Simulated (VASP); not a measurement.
Input of a VASP 6.6.1 run:

Contents of INCAR:

```
SYSTEM = Ga
ALGO = Normal ; EDIFF = 1E-6
EDIFFG = -0.01 ; ENCUT = 600
GGA = PE ; IBRION = 2
ISIF = 3 ; ISMEAR = -1
LASPH = .True. ; LCHARG = .False.
LREAL = .False. ; LWAVE = .False.
NELM = 60 ; NSW = 80
PREC = Accurate ; SIGMA = 0.1
```

KPOINTS

```
k-points
0
Gamma
  8 8 11
  0 0 0
```

Contents of POSCAR:

```
Ga
1.0
    4.8020307411      0.0000000000      0.0000000000
   -2.4010153706      4.1586806116      0.0000000000
    0.0000000000      0.0000000000      2.9436448443
Ga
3
Direct
    0.0000000000      0.0000000000      0.0000000000
    0.3333333333      0.6666666667      0.5000000000
    0.6666666667      0.3333333333      0.5000000000
```

Potentials or basis: VASP PAW PBE potentials, release 64 (Ga_d).

Command:

```bash
$ cat potpaw_PBE.64/Ga_d/POTCAR > POTCAR
$ mpirun -np 1 vasp_std > vasp.out
```

Q: Predict the relaxed cell.

A: a = 4.707 Å, b = 4.707 Å, c = 3.018 Å, α = 90.00°, β = 90.00°, γ = 120.00°.

Q: Estimate the space group after relaxing (to 0.1 Å).

A: P6/mmm (No. 191).

Q: What does it give for the relaxed volume?

A: 19.30 Å³/atom.

Final structure:
```yaml
crystal:
  lattice:
    - [4.70672, 0.00000, 0.00000]
    - [-2.35336, 4.07614, 0.00000]
    - [0.00000, 0.00000, 3.01788]
  atoms:
    - { symbol: Ga, position: [0.00000, 0.00000, 0.00000] }
    - { symbol: Ga, position: [0.33333, 0.66667, 0.50000] }
    - { symbol: Ga, position: [0.66667, 0.33333, 0.50000] }
```
